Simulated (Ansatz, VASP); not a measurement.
**Ge4MoW in VASP and in Ansatz**

INCAR

```
ALGO     = Normal         # electronic algorithm
EDIFF    = 1E-7           # SCF threshold, eV
ENCUT    = 520            # plane-wave cutoff, eV
GGA      = PE             # functional
ISIF     = 2              # what is computed and relaxed
ISMEAR   = 0              # smearing method
LASPH    = T              # aspherical terms in the spheres
LCHARG   = F              # write CHGCAR
LREAL    = F              # projectors in reciprocal space
LWAVE    = F              # write WAVECAR
NBANDS   = 51             # bands
NELM     = 60             # most SCF steps
PREC     = Accurate       # precision mode
SIGMA    = 0.1            # smearing width, eV
```

KPOINTS

```
k-points
0
Gamma
  4 4 4
```

The input POSCAR:

```
Ge4MoW
1.0
    2.3619768000     -4.1431386000      0.0000000000
    2.3619768000      4.1431386000      0.0000000000
    0.0000000000      0.0000000000      4.7234376000
Ge Mo W
4 1 1
Direct
    0.3376860000      0.6623140000      0.0000000000
    0.8381240000      0.1618760000      0.5000000000
    0.6623140000      0.3376860000      0.0000000000
    0.1618760000      0.8381240000      0.5000000000
    0.0000000000      0.0000000000      0.0000000000
    0.5000000000      0.5000000000      0.5000000000
```

Input for Ansatz:

```yaml
crystal:
  lattice:
    - [2.3619768, -4.1431386, 0.0]
    - [2.3619768, 4.1431386, 0.0]
    - [0.0, 0.0, 4.7234376]
  atoms:
    - { symbol: Ge, position: [0.337686, 0.662314, 0.0] }
    - { symbol: Ge, position: [0.838124, 0.161876, 0.5] }
    - { symbol: Ge, position: [0.662314, 0.337686, 0.0] }
    - { symbol: Ge, position: [0.161876, 0.838124, 0.5] }
    - { symbol: Mo, position: [0.0, 0.0, 0.0] }
    - { symbol: W, position: [0.5, 0.5, 0.5] }
basis:
  ecutwfc: 420
kpoints:
  mp_grid: { grid: [4, 4, 4] }
hamiltonian:
  xc: pbe
scf:
  occupations: { method: gaussian, width: 0.1 }
  lower_state_search: "off"
output:
  forces: true
  stress: true
  eigenvalues: true
```

Alike in both runs: task single point; functional PBE; k mesh 4 × 4 × 4; occupations gaussian, width 0.1 eV; no spin polarisation.

|  | VASP | Ansatz |
| --- | --- | --- |
| version | VASP 6.6.1 | Ansatz 0.2.0 |
| potentials or method | VASP PAW PBE potentials, release 64 (Ge_d, Mo_sv, W_sv), cutoff 520 eV | scalar-relativistic, plane waves, PAW |
| valence electrons in the cell | 84 | 84 |

```tsv
	VASP	Ansatz	Ansatz less VASP
gap on the k mesh at the Fermi level (eV)	none	none	-
pressure (GPa)	0.2	-0.1	-0.25
traceless stress, the component that is largest in VASP (GPa)	-0.36	-0.35	+0.008
rms of the force components (eV/Å)	0.010	0.007	-0.0024
```

Atom by atom the forces differ by 0.002 eV/Å (rms over components). A gap of «none» marks a metal or a gap that the smearing closes. With one functional, cell and mesh, what is left measures potentials, basis and numerics.

The k mesh is coarse, so the values compare programs but aren't converged. Neither program's run includes spin-orbit coupling.
